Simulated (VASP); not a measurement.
The system is CaC.

```
Ca C
1.0
     1.99084   -5.05134    0.00000
     1.99084    5.05134    0.00000
     0.00000    0.00000    3.85595
Ca C
2 2
Direct
  0.86200 0.13800 0.75000
  0.13800 0.86200 0.25000
  0.58300 0.41700 0.75000
  0.41700 0.58300 0.25000
```

| Property | Result |
| --- | --- |
| Program | VASP 6.6.1 |
| Task | relaxation of cell and atoms |
| Functional | PBE |
| Potentials or basis | VASP PAW PBE potentials, release 64 (Ca_sv, C) |
| Cutoff | 600 eV |
| k mesh | 6 × 6 × 4 |
| Occupations | gaussian, width 0.1 eV |
| Spin | no spin polarisation |

At the start: pressure -12.4 GPa; volume 19.39 Å³/atom.

Where does the relaxation end?

Over 43 steps the energy falls by 809.6 meV/atom and the volume is 16.29 Å³/atom (-16.0 %); space group Cmcm (No. 63, to 0.1 Å) before and after.

Step by step:
```tsv
step	energy change (eV)	largest force (eV/Å)	pressure (GPa)	volume (Å³)
1	0.0000	1.0910	-12.37	77.55
3	-1.2412	1.9262	3.00	57.10
5	-1.6510	1.0132	4.28	54.59
7	-1.9326	0.6587	-2.75	56.74
9	-2.0300	0.2995	-0.28	55.18
11	-2.0491	0.1372	1.99	54.46
13	-2.0850	0.2144	0.37	56.56
15	-2.3760	0.3651	-1.72	65.68
17	-2.3504	1.0190	-0.50	69.09
19	-2.3351	1.1888	-0.54	70.14
21	-2.3468	1.2556	-0.98	71.18
23	-2.3483	1.3299	-1.34	72.10
25	-2.3836	1.2521	-1.47	72.04
27	-2.5266	0.9495	-2.16	71.75
29	-2.9755	0.5027	-3.47	70.42
31	-3.1219	0.4260	-2.73	69.59
33	-3.1585	0.5850	-1.52	68.49
35	-3.2130	0.3337	0.32	66.58
37	-3.2251	0.1821	-0.46	66.54
39	-3.2341	0.0956	-0.26	65.73
41	-3.2381	0.0448	0.06	65.15
43	-3.2385	0.0123	-0.06	65.15
```

Final structure:
```
Ca C
1.0
     1.70469   -6.89770    0.00000
     1.70469    6.89770    0.00000
     0.00000    0.00000    2.77018
Ca C
2 2
Direct
  0.87804 0.12197 0.75000
  0.12197 0.87804 0.25000
  0.52541 0.47459 0.75000
  0.47459 0.52541 0.25000
```

Caveat: the k points lie up to 0.57 Å⁻¹ apart in the final cell; the volume moved by over 15 % at a fixed basis, so the end points are rough.
